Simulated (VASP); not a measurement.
# PbS (P6_3/mmc) in VASP: further runs, part 2 of 2

VASP 6.6.1. The steps go on from the part before.

### 6 Single point, PBE (34.01 Å³/atom)

This run uses another cell than the first one, of 34.01 Å³/atom.

File INCAR:

```
PREC = Accurate
ENCUT = 520
EDIFF = 1E-7
ISMEAR = 0
SIGMA = 0.01
LREAL = F
LASPH = T
NELM = 80
ALGO = Normal
ISIF = 2
LWAVE = F
LCHARG = F
GGA = PE
NBANDS = 28
```

File KPOINTS:

```
Automatic mesh
0
Gamma
  6 6 4
```

File POSCAR:

```
PbS
1.0
    5.0756808223      0.0000000000      0.0000000000
   -2.5378404111      4.3956685336      0.0000000000
    0.0000000000      0.0000000000      6.0979024118
Pb S
2 2
Direct
    0.3333333333      0.6666666667      0.2500000000
    0.6666666667      0.3333333333      0.7500000000
    0.6666666667      0.3333333333      0.2500000000
    0.3333333333      0.6666666667      0.7500000000
```

Potentials or basis: VASP PAW PBE potentials, release 64 (Pb_d, S).

Command:

```bash
> cat potpaw_PBE.64/Pb_d/POTCAR potpaw_PBE.64/S/POTCAR > POTCAR
> mpirun -np 1 vasp_std > vasp.out
```

OUTCAR:

```text
PREC = Accurate
   ENCUT = 520
   EDIFF = 1E-7
   ISMEAR = 0
   LREAL = F
   LASPH = T
   NELM = 80
   ISIF = 2
   GGA = PE

 ion  position               nearest neighbor table
   1  0.333  0.667  0.250-   3 2.93   3 2.93   3 2.93   4 3.05   4 3.05
   2  0.667  0.333  0.750-   4 2.93   4 2.93   4 2.93   3 3.05   3 3.05
   3  0.667  0.333  0.250-   1 2.93   1 2.93   1 2.93   2 3.05   2 3.05
   4  0.333  0.667  0.750-   2 2.93   2 2.93   2 2.93   1 3.05   1 3.05

  LATTYP: Found a hexagonal cell.
 ALAT       =     5.0756808223
 C/A-ratio  =     1.2013959556

  Lattice vectors:

 A1 = (   5.0756808223,   0.0000000000,   0.0000000000)
 A2 = (  -2.5378404111,   4.3956685336,   0.0000000000)
 A3 = (   0.0000000000,   0.0000000000,   6.0979024118)

Analysis of symmetry for initial positions (statically):
=====================================================================
 Subroutine PRICEL returns:
 Original cell was already a primitive cell.

 Routine SETGRP: Setting up the symmetry group for a
 hexagonal supercell.

 Subroutine GETGRP returns: Found 24 space group operations
[... 167 lines left out ...]

 E-fermi :   3.2506     XC(G=0):  -8.1923

 val. band max:        3.1941871296   @ k =   0.3333   0.3333   0.5000
 cond. band min:       4.6713278033   @ k =   0.3333   0.3333   0.5000
 fundamental gap:      1.4771406737
 Fermi energy:         3.2505574057

 k-point     1 :       0.0000    0.0000    0.0000
  band No.  band energies     occupation
      1     -13.4785      2.00000
      2     -13.4111      2.00000
      3     -13.4111      2.00000
      4     -13.4085      2.00000
      5     -13.4085      2.00000
      6     -13.4079      2.00000
[... 640 lines left out ...]
     27      10.0030      0.00000
     28      10.0030      0.00000

------------------------ aborting loop because EDIFF is reached ----------------------------------------

  FORCE on cell =-STRESS in cart. coord.  units (eV):
  Direction    XX          YY          ZZ          XY          YZ          ZX
  --------------------------------------------------------------------------------------
  -------------------------------------------------------------------------------------
  Total       -0.9839691     -0.9839691     -1.0633165     -0.0000000     -0.0000000      0.0000000
  in kB      -11.5875689    -11.5875689    -12.5219921     -0.0000000     -0.0000000      0.0000000
  external PRESSURE =     -11.8990433 kB  Pullay stress =       0.0000000 kB

 VOLUME and BASIS-vectors are now :
 -----------------------------------------------------------------------------
  energy-cutoff  :      520.00
  volume of cell :      136.05
      direct lattice vectors                 reciprocal lattice vectors
     5.075680822  0.000000000  0.000000000     0.197017905  0.113748340  0.000000000
    -2.537840411  4.395668534  0.000000000     0.000000000  0.227496681  0.000000000
     0.000000000  0.000000000  6.097902412     0.000000000  0.000000000  0.163990817

 POSITION                                       TOTAL-FORCE (eV/Angst)
 -----------------------------------------------------------------------------------
     -0.00000      2.93045      1.52448         0.000000      0.000000      0.000000
      2.53784      1.46522      4.57343        -0.000000     -0.000000      0.000000
      2.53784      1.46522      1.52448         0.000000      0.000000      0.000000
     -0.00000      2.93045      4.57343        -0.000000     -0.000000      0.000000
 -----------------------------------------------------------------------------------
    total drift:                               -0.000000      0.000000     -0.000000

  FREE ENERGIE OF THE ION-ELECTRON SYSTEM (eV)
  ---------------------------------------------------
  free  energy   TOTEN  =       -17.2155542757 eV

  energy  without entropy=      -17.2155542757  energy(sigma->0) =      -17.21555428
```

OSZICAR:

```text
N       E                     dE             d eps       ncg     rms          rms(c)
DAV:   1     0.406867972506E+03    0.40687E+03   -0.18480E+04  1176   0.143E+03
DAV:   2     0.302906738698E+02   -0.37658E+03   -0.36508E+03  1188   0.380E+02
DAV:   3    -0.161144155588E+02   -0.46405E+02   -0.44822E+02  1560   0.151E+02
DAV:   4    -0.184113354968E+02   -0.22969E+01   -0.22877E+01  1384   0.368E+01
DAV:   5    -0.185093936487E+02   -0.98058E-01   -0.98046E-01  1556   0.786E+00    0.629E+00
DAV:   6    -0.171918548846E+02    0.13175E+01   -0.34837E+00  1628   0.102E+01    0.401E+00
DAV:   7    -0.172051181956E+02   -0.13263E-01   -0.46695E-01  1256   0.273E+00    0.276E+00
DAV:   8    -0.172223126014E+02   -0.17194E-01   -0.93184E-02  1448   0.254E+00    0.142E+00
DAV:   9    -0.172135126670E+02    0.87999E-02   -0.23108E-02  1628   0.120E+00    0.358E-01
DAV:  10    -0.172152565924E+02   -0.17439E-02   -0.47860E-03  1364   0.354E-01    0.137E-01
DAV:  11    -0.172154989841E+02   -0.24239E-03   -0.33313E-04  1312   0.129E-01    0.484E-02
DAV:  12    -0.172155472319E+02   -0.48248E-04   -0.57887E-05  1244   0.531E-02    0.802E-03
DAV:  13    -0.172155533821E+02   -0.61503E-05   -0.17109E-05  1412   0.176E-02    0.318E-03
DAV:  14    -0.172155539160E+02   -0.53381E-06   -0.21136E-06  1168   0.797E-03    0.410E-03
DAV:  15    -0.172155540470E+02   -0.13103E-06   -0.17205E-07  1060   0.275E-03    0.320E-03
DAV:  16    -0.172155542633E+02   -0.21629E-06   -0.74233E-08   872   0.181E-03    0.265E-04
DAV:  17    -0.172155542757E+02   -0.12451E-07   -0.17493E-08   664   0.107E-03
   1 F= -.17215554E+02 E0= -.17215554E+02  d E =-.248283E-17
```

stdout:

```text
POSCAR found type information on POSCAR PbS
 POSCAR found :  2 types and       4 ions
 scaLAPACK will be used
 LDA part: xc-table for (Slater+PW92), standard interpolation
 POSCAR, INCAR and KPOINTS ok, starting setup
 FFT: planning ... GRIDC
 FFT: planning ... GRID_SOFT
 FFT: planning ... GRID
 WAVECAR not read
 entering main loop
```

It took 44 s on 1 thread of Intel Xeon 6975P-C (Granite Rapids), shared host; peak memory 0.29 GiB.

Results:

| Property | Result |
| --- | --- |
| Free energy | -17.2156 eV |
| Pressure | -1.2 GPa |
| Band gap on the k mesh | 1.48 eV |

Caveat: spin-orbit coupling is left out, which moves the levels of the heavy elements.

### 7 The runs side by side

```csv
cell,gap on the mesh (eV),pressure (GPa)
"a = 4.923, b = 4.923, c = 5.915 Å, angles 90.0, 90.0, 120.0°, 4 atoms",1.36,2.8
"a = 4.975, b = 4.975, c = 5.977 Å, angles 90.0, 90.0, 120.0°, 4 atoms",1.41,1.3
"a = 4.997, b = 4.997, c = 5.997 Å, angles 90.0, 90.0, 120.0°, 4 atoms",1.42,0.7
"a = 5.026, b = 5.026, c = 6.038 Å, angles 90.0, 90.0, 120.0°, 4 atoms",1.45,-0.1
"a = 5.076, b = 5.076, c = 6.098 Å, angles 90.0, 90.0, 120.0°, 4 atoms",1.48,-1.2
```

Alike in all rows: task single point; level PBE; potentials or basis VASP PAW PBE potentials, release 64 (Pb_d, S); no spin polarisation; k mesh 6 × 6 × 4; cutoff (eV) 520; smearing gaussian 0.01 eV.

Caveats: spin-orbit coupling is left out, which moves the levels of the heavy elements.

Absolute energies hang on the potentials; compare differences alone.
